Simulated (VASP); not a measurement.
Write the native input for VASP 6.6.1 that does the following.

```yaml
Task: single point
Functional: PBEsol
Potentials_or_basis: VASP PAW PBE potentials, release 64 (Ti_sv, C)
Cutoff: 520 eV
k_mesh: 12 × 12 × 4
Occupations: gaussian, width 0.1 eV
Spin: no spin polarisation
Dipole_correction: no
Further_INCAR_settings: ALGO = Normal; EDIFF = 1e-07; NBANDS = 52
```

The structure of Ti2C lies in POSCAR:

```
Ti2C
1.0
    2.9612229759      0.0000000000      0.0000000000
   -1.4806114880      2.5644943234      0.0000000000
    0.0000000000      0.0000000000     14.5759569332
Ti C
6 3
Direct
    0.3333333333      0.6666666667      0.9130761167
    0.0000000000      0.0000000000      0.7535905500
    0.0000000000      0.0000000000      0.2464094500
    0.6666666667      0.3333333333      0.0869238833
    0.6666666667      0.3333333333      0.5797427833
    0.3333333333      0.6666666667      0.4202572167
    0.6666666667      0.3333333333      0.8333333333
    0.3333333333      0.6666666667      0.1666666667
    0.0000000000      0.0000000000      0.5000000000
```

This cell differs from its parent crystal: biaxial strain in the a-b plane: -3.0 %.

These files were run (other wordings do the same):

INCAR

```
  PREC = Accurate
  ENCUT = 520
  EDIFF = 1E-7
  ISMEAR = 0
  SIGMA = 0.1
  LREAL = False
  LASPH = True
  NELM = 60
  ALGO = Normal
  ISIF = 2
  LWAVE = False
  LCHARG = True
  GGA = PS
  LELF = True
  LVHAR = True
  NBANDS = 52
```

KPOINTS

```
Automatic mesh
0
Gamma
  12 12 4
```

Potentials or basis: VASP PAW PBE potentials, release 64 (Ti_sv, C).

Launch:

```bash
$ cat potpaw_PBE.64/Ti_sv/POTCAR potpaw_PBE.64/C/POTCAR > POTCAR
$ mpirun -np 1 vasp_std > vasp.out
```

Results of the run:

```yaml
Pressure: 8.7 GPa
Largest_force: 0.114 eV/Å
Band_gap_on_the_k_mesh: zero (bands 42 and 43 overlap by 1.04 eV)
```

Caveat: the cell differs from its parent crystal (biaxial strain in the a-b plane: -3.0 %); the stress differs along the axes, from 1 to 13 GPa; the PAW data sets were made with another functional, which shifts forces and pressure a little.

It took 4.2 min on 1 thread of Intel(R) Xeon(R) 6975P-C (Granite Rapids), with other jobs on the host, peak memory 0.42 GiB.
